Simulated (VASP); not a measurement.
Crystal: SnSe2.

```
Sn Se
1.0
     3.81100    0.00000    0.00000
    -1.90550    3.30042    0.00000
     0.00000    0.00000    6.13600
Sn Se
1 2
Direct
  0.00000 0.00000 0.00000
  0.66667 0.33333 0.75100
  0.33333 0.66667 0.24900
```

| Quantity | Value |
| --- | --- |
| Program | VASP 6.6.1 |
| Task | relaxation of cell and atoms |
| Functional | r2SCAN |
| Dispersion | D3(BJ) |
| Potentials or basis | VASP PAW PBE potentials, release 64 (Sn_d, Se) |
| Cutoff | 600 eV |
| k mesh | 8 × 8 × 5 |
| Occupations | fermi-dirac, width 0.05 eV |
| Spin | no spin polarisation |

At the start: pressure 2.6 GPa; volume 25.73 Å³/atom.

Problem. Where does the relaxation end?

Solution. Over 11 steps the energy falls by 9.6 meV/atom and the volume is 26.37 Å³/atom (+2.5 %); space group P-3m1 (No. 164, to 0.1 Å) before and after.

Step by step:
| step | energy change (eV) | largest force (eV/Å) | pressure (GPa) | volume (Å³) |
| --- | --- | --- | --- | --- |
| 1 | 0.0000 | 0.5387 | 2.58 | 77.18 |
| 2 | -0.0046 | 0.3322 | -2.44 | 81.89 |
| 3 | -0.0272 | 0.0628 | -0.22 | 79.58 |
| 4 | -0.0272 | 0.0717 | -0.17 | 79.54 |
| 5 | -0.0286 | 0.0341 | -0.05 | 79.28 |
| 6 | -0.0288 | 0.0136 | 0.01 | 79.14 |
| 7 | -0.0288 | 0.0118 | 0.02 | 79.13 |
| 8 | -0.0288 | 0.0038 | -0.03 | 79.16 |
| 9 | -0.0288 | 0.0019 | -0.03 | 79.16 |
| 10 | -0.0288 | 0.0024 | -0.03 | 79.14 |
| 11 | -0.0289 | 0.0031 | -0.04 | 79.10 |

Final structure:
```
CELL_PARAMETERS angstrom
3.82651 0.00000 0.00000
-1.91326 3.31386 0.00000
0.00000 0.00000 6.23773
ATOMIC_POSITIONS crystal
Sn 0.00000 0.00000 0.00000
Se 0.66667 0.33333 0.74762
Se 0.33333 0.66667 0.25238
```

Caveat: the PAW data sets were made with another functional, which shifts forces and pressure a little.
